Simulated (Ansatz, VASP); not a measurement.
## Two plane-wave programs on SiC

INCAR

```
SYSTEM = SiC
  ALGO = Normal
  EDIFF = 1E-6
  ENCUT = 520
  GGA = PE
  ISIF = 2
  ISMEAR = 0
  LASPH = .TRUE.
  LCHARG = .FALSE.
  LREAL = Auto
  LWAVE = .FALSE.
  NBANDS = 46
  NELM = 100
  PREC = Accurate
  SIGMA = 0.05
```

Contents of KPOINTS:

```
k-points
0
G
  6 6 6
  0 0 0
```

File POSCAR:

```
SiC
1.0
   -4.3797281900      4.3797281900      0.0000000000
   -4.3797281900      0.0000000000      4.3797281900
    0.0000000000      4.3797281900      4.3797281900
Si C
8 8
Direct
    0.5003904211      0.5049447101     -0.0037636837
    0.0003904211      0.5049447101     -0.0037636837
    0.5003904211      0.0049447101     -0.0037636837
    0.5003904211      0.5049447101      0.4962363163
    0.0003904211      0.0049447101     -0.0037636837
    0.0003904211      0.5049447101      0.4962363163
    0.5003904211      0.0049447101      0.4962363163
    0.0003904211      0.0049447101      0.4962363163
    0.6253904211      0.6299447101      0.1212363163
    0.1191436828      0.5508293478      0.1814552554
    0.6253904211      0.1299447101      0.1212363163
    0.6253904211      0.6299447101      0.6212363163
    0.1253904211      0.1299447101      0.1212363163
    0.1253904211      0.6299447101      0.6212363163
    0.6253904211      0.1299447101      0.6212363163
    0.1253904211      0.1299447101      0.6212363163
```

Input for Ansatz:

```yaml
crystal:
  lattice:
    - [-4.37972819, 4.37972819, 0.0]
    - [-4.37972819, 0.0, 4.37972819]
    - [0.0, 4.37972819, 4.37972819]
  atoms:
    - { symbol: Si, position: [0.5003904211, 0.5049447101, -0.0037636837] }
    - { symbol: Si, position: [0.0003904211, 0.5049447101, -0.0037636837] }
    - { symbol: Si, position: [0.5003904211, 0.0049447101, -0.0037636837] }
    - { symbol: Si, position: [0.5003904211, 0.5049447101, 0.4962363163] }
    - { symbol: Si, position: [0.0003904211, 0.0049447101, -0.0037636837] }
    - { symbol: Si, position: [0.0003904211, 0.5049447101, 0.4962363163] }
    - { symbol: Si, position: [0.5003904211, 0.0049447101, 0.4962363163] }
    - { symbol: Si, position: [0.0003904211, 0.0049447101, 0.4962363163] }
    - { symbol: C, position: [0.6253904211, 0.6299447101, 0.1212363163] }
    - { symbol: C, position: [0.1191436828, 0.5508293478, 0.1814552554] }
    - { symbol: C, position: [0.6253904211, 0.1299447101, 0.1212363163] }
    - { symbol: C, position: [0.6253904211, 0.6299447101, 0.6212363163] }
    - { symbol: C, position: [0.1253904211, 0.1299447101, 0.1212363163] }
    - { symbol: C, position: [0.1253904211, 0.6299447101, 0.6212363163] }
    - { symbol: C, position: [0.6253904211, 0.1299447101, 0.6212363163] }
    - { symbol: C, position: [0.1253904211, 0.1299447101, 0.6212363163] }
basis:
  ecutwfc: 420
kpoints:
  mp_grid: { grid: [6, 6, 6] }
hamiltonian:
  xc: pbe
scf:
  occupations: { method: gaussian, width: 0.05 }
output:
  forces: true
  stress: true
  eigenvalues: true
  write_density: true
  write_potential: true
  elf: true
  volumetric_format: npy
```

Change from the starting cell: atom 10 moved 0.45 Å.

Alike in both runs: task single point; functional PBE; k mesh 6 × 6 × 6; occupations gaussian, width 0.05 eV; no spin polarisation.

|  | VASP | Ansatz |
| --- | --- | --- |
| version | VASP 6.6.1 | Ansatz 0.2.0 |
| potentials or method | VASP PAW PBE potentials, release 64 (Si, C), cutoff 520 eV | scalar-relativistic, plane waves, PAW |
| valence electrons in the cell | 64 | 64 |

```tsv
	VASP	Ansatz	Ansatz less VASP
gap on the k mesh at the Fermi level (eV)	0.91	0.92	+0.003
least direct gap on the mesh (eV)	0.91	0.92	+0.003
pressure (GPa)	2.9	3.0	+0.07
traceless stress, the component that is largest in VASP (GPa)	3.14	3.15	+0.014
rms of the force components (eV/Å)	1.674	1.676	+0.0020
```

Atom by atom the forces differ by 0.004 eV/Å (rms over components).
